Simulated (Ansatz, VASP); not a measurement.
LiF in VASP and in Ansatz

INCAR

```
ALGO = Normal ; EDIFF = 1E-7
ENCUT = 520 ; GGA = PE
ISIF = 2 ; ISMEAR = 0
LASPH = True ; LCHARG = False
LREAL = False ; LWAVE = False
NBANDS = 18 ; NELM = 60
PREC = Accurate ; SIGMA = 0.05
```

The input KPOINTS:

```
k-points
0
Gamma
  9 9 6
```

File POSCAR:

```
LiF
1.0
    3.1333545645      0.0000000000      0.0000000000
   -1.5666772822      2.7135646520      0.0000000000
    0.0000000000      0.0000000000      4.4885304137
Li F
2 2
Direct
    0.3333333333      0.6666666667      0.3810713234
    0.6666666667      0.3333333333      0.8810713234
    0.3333333333      0.6666666667      0.9939266766
    0.6666666667      0.3333333333      0.4939266766
```

Input for Ansatz:

```yaml
crystal:
  lattice:
    - [3.1333545645, 0.0, 0.0]
    - [-1.5666772822, 2.713564652, 0.0]
    - [0.0, 0.0, 4.4885304137]
  atoms:
    - { symbol: Li, position: [0.3333333333, 0.6666666667, 0.3810713234] }
    - { symbol: Li, position: [0.6666666667, 0.3333333333, 0.8810713234] }
    - { symbol: F, position: [0.3333333333, 0.6666666667, 0.9939266766] }
    - { symbol: F, position: [0.6666666667, 0.3333333333, 0.4939266766] }
basis:
  ecutwfc: 520.0
kpoints:
  mp_grid: { grid: [9, 9, 6] }
hamiltonian:
  xc: pbe
scf:
  occupations: { method: gaussian, width: 0.05 }
output:
  forces: true
  stress: true
  eigenvalues: true
  write_density: true
  write_potential: true
  elf: true
  volumetric_format: npy
```

Alike in both runs: task single point; functional PBE; k mesh 9 × 9 × 6; occupations gaussian, width 0.05 eV; no spin polarisation.

|  | VASP | Ansatz |
| --- | --- | --- |
| version | VASP 6.6.1 | Ansatz 0.2.0 |
| potentials or method | VASP PAW PBE potentials, release 64 (Li_sv, F), cutoff 520 eV | scalar-relativistic, plane waves, PAW |
| valence electrons in the cell | 20 | 20 |

```tsv
	VASP	Ansatz	Ansatz less VASP
gap on the k mesh at the Fermi level (eV)	7.92	7.94	+0.014
least direct gap on the mesh (eV)	7.92	7.94	+0.014
rms of the force components (eV/Å)	0.343	0.325	-0.0183
```

Atom by atom the forces differ by 0.018 eV/Å (rms over components). The functional is the same, so the differences come from potentials, cutoffs and numerics.

Noted on VASP's run: the cutoff is short for stress, so the pressure is rough.
